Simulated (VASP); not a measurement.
Wanted: the native input for a VASP 6.6.1 run.

```yaml
Task: single point
Functional: LDA
Potentials_or_basis: VASP PAW LDA potentials, release 64 (K_sv, Mg, F)
Cutoff: 520 eV
k_mesh: 6 × 6 × 6
Occupations: fermi-dirac, width 0.03 eV
Spin: no spin polarisation
Dipole_correction: no
Further_INCAR_settings: ALGO = Normal; EDIFF = 1e-06; NBANDS = 24
```

The structure of KMgF3 lies in POSCAR:

```
KMgF3
1.0
    3.9859000000      0.0000000000      0.0000000000
    0.0000000000      3.9859000000      0.0000000000
    0.0000000000      0.0000000000      3.9859000000
K Mg F
1 1 3
Direct
    0.5000000000      0.5000000000      0.5000000000
    0.0000000000      0.0000000000      0.0000000000
    0.5000000000      0.0000000000      0.0000000000
    0.0000000000      0.5000000000      0.0000000000
    0.0000000000      0.0000000000      0.5000000000
```

One way to write it, as run:

INCAR

```
PREC = Accurate
ENCUT = 520
EDIFF = 1E-6
ISMEAR = -1
SIGMA = 0.03
LREAL = F
LASPH = T
NELM = 80
ALGO = Normal
ISIF = 2
LWAVE = F
LCHARG = F
GGA = CA
NBANDS = 24
```

KPOINTS

```
regular mesh
0
Gamma
  6 6 6
```

Potentials or basis: VASP PAW LDA potentials, release 64 (K_sv, Mg, F).

Launch:

```console
$ cat potpaw_LDA.64/K_sv/POTCAR potpaw_LDA.64/Mg/POTCAR potpaw_LDA.64/F/POTCAR > POTCAR
$ mpirun -np 1 vasp_std > vasp.out
```

Results of the run:

```yaml
Pressure: -5.3 GPa
Band_gap_on_the_k_mesh: 6.96 eV, indirect (least direct gap 7.28 eV)
```

Wall time 11 s on 1 thread of Intel(R) Xeon(R) 6975P-C (Granite Rapids) (shared host), peak memory 0.16 GiB.
